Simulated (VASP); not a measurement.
Write the native input for VASP 6.6.1 that does the following.

| Item | Value |
| --- | --- |
| Task | single point |
| Functional | PBE |
| Dispersion | D3(BJ) |
| Potentials or basis | VASP PAW PBE potentials, release 64 (Si, Ga_d) |
| Cutoff | 520 eV |
| k mesh | 2 × 2 × 2 |
| Occupations | gaussian, width 0.02 eV |
| Spin | collinear spin, zero start |
| Starting moments | [0.0, 0.0, 0.0, 0.0, 0.0, 0.0, 0.0, 0.0, 0.0, 0.0, 0.0, 0.0, 0.0, 0.0, 0.0, 0.0, 0.0] μB |
| Dipole correction | no |
| Further INCAR settings | LREAL = Auto; ALGO = Normal; EDIFF = 1e-07; NBANDS = 56 |

The structure of GaSi16 (a cell with a defect) lies in POSCAR:

```
GaSi16
1.0
    0.0000000000      5.4300000000      5.4300000000
    5.4300000000      0.0000000000      5.4300000000
    5.4300000000      5.4300000000      0.0000000000
Si Ga
16 1
Direct
   -0.0000410681     -0.0005668508      0.0007732965
    0.1203623389      0.1201630755      0.1208862799
   -0.0029140884     -0.0029417127      0.5032660221
    0.1202486188      0.1200246777      0.6395267035
   -0.0028245856      0.5024396869     -0.0023321363
    0.1204604052      0.6381593002      0.1209609576
   -0.0028597606      0.5023790976      0.5033282689
    0.1286810313      0.6235670350      0.6241200737
    0.5027094843     -0.0029247698     -0.0024048803
    0.6387219153      0.1201289134      0.1208620626
    0.5026514733     -0.0029652855      0.5032395028
    0.6236340700      0.1286031308      0.6241285451
    0.5027769797      0.5024103131     -0.0023535912
    0.6236425414      0.6235830571      0.1291294659
    0.4999162983      0.4997722836      0.5004153775
    0.6236320442      0.6235674033      0.6241228361
    0.2499604052      0.2493837937      1.2508316759
```

These files were run (other wordings do the same):

INCAR

```
  ALGO = Normal
  EDIFF = 1E-7
  ENCUT = 520
  GGA = PE
  ISIF = 2
  ISMEAR = 0
  ISPIN = 2
  IVDW = 12
  LASPH = True
  LCHARG = True
  LELF = True
  LORBIT = 11
  LREAL = Auto
  LVHAR = True
  LWAVE = False
  MAGMOM = 0 0 0 0 0 0 0 0 0 0 0 0 0 0 0 0 0
  NBANDS = 56
  NELM = 150
  PREC = Accurate
  SIGMA = 0.02
```

KPOINTS

```
k-points
0
Gamma
  2 2 2
```

Potentials or basis: VASP PAW PBE potentials, release 64 (Si, Ga_d).

Launch:

```bash
$ cat potpaw_PBE.64/Si/POTCAR potpaw_PBE.64/Ga_d/POTCAR > POTCAR
$ mpirun -np 1 vasp_std > vasp.out
```

It gave:

```
Pressure                                              : 3.3 GPa
Largest force                                         : 0.010 eV/Å
Net moment                                            : -0.25 μB per cell
Valence electrons inside the program's atomic spheres : Si 1.76, 1.70, 1.68, 1.71 (each value once); Ga 11.86
Dispersion energy per atom                            : -0.331 eV
```

Caveat: the k points lie up to 0.50 Å⁻¹ apart; no moment was typed at the start, so none could form.

It took 20 min on 1 thread of Intel Xeon 8259CL (shared host), peak memory 0.73 GiB.
